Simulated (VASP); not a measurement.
Runs of VASP 6.6.1 on Ir. The structure is that of space group Fm-3m (No. 225), or close to it. The cells are those of the table. 

```csv
task,cell,k mesh,cutoff (eV),gap on the mesh (eV),pressure (GPa),relaxed volume (Å³/atom)
single point,"a = 2.737 Å, angles 60.0°, 1 atom",18 × 18 × 18,520,none,0.6,-
relaxation of cell and atoms,"relaxed from a = 2.740 Å, angles 60.0°, 1 atom",18 × 18 × 18,600,none,0.0,(a)
single point,"a = 2.715 Å, angles 60.0°, 1 atom",8 × 8 × 8,500,none,(b),-
relaxation of cell and atoms,"relaxed from a = 2.715 Å, angles 60.0°, 1 atom",8 × 8 × 8,500,none,-0.5,14.59
single point,"a = 2.740 Å, angles 60.0°, 1 atom",8 × 8 × 8,500,none,0.5,-
```

Alike in all rows: level PBE; potentials or basis VASP PAW PBE potentials, release 64 (Ir); no spin polarisation; smearing gaussian 0.1 eV.

Q: Fill in the values left out.

A: (a) 14.52; (b) 11.0.

Caveats: spin-orbit coupling is left out, which moves the levels of the heavy elements.

A k mesh can miss the band edges, and the runs leave out spin-orbit coupling on Ir.

A gap of «none» marks levels without a gap at the run's occupations.
